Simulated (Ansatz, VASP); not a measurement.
# Two plane-wave programs on S

```
S
1.0
    -3.43506    3.43506    3.43506
     3.43506   -3.43506    3.43506
     3.43506    3.43506   -3.43506
S
8
Cartesian
  0.8583 0.8583 0.8583
  -0.8583 2.5768 0.8583
  0.8583 -0.8583 2.5768
  2.5768 0.8583 -0.8583
  2.5768 2.5768 2.5768
  0.8583 4.2933 -0.8583
  -0.8583 0.8583 4.2933
  4.2933 -0.8583 0.8583
```

Alike in both runs: functional PBE; k mesh 4 × 4 × 4; occupations gaussian, width 0.1 eV; no spin polarisation.

Ansatz relaxed the structure, and its values are those at the end. VASP's run is a single point on that final structure, the one shown.

```csv
,VASP,Ansatz
version,VASP 6.6.1,Ansatz 0.2.0
potentials or method,"VASP PAW PBE potentials, release 64 (S), cutoff 520 eV","scalar-relativistic, plane waves, PAW"
valence electrons in the cell,48,48
```

```csv
,VASP,Ansatz,Ansatz less VASP
gap on the k mesh at the Fermi level (eV),none,none,-
pressure (GPa),0.0,0.1,+0.13
```

A gap of «none» marks a metal or a gap that the smearing closes.
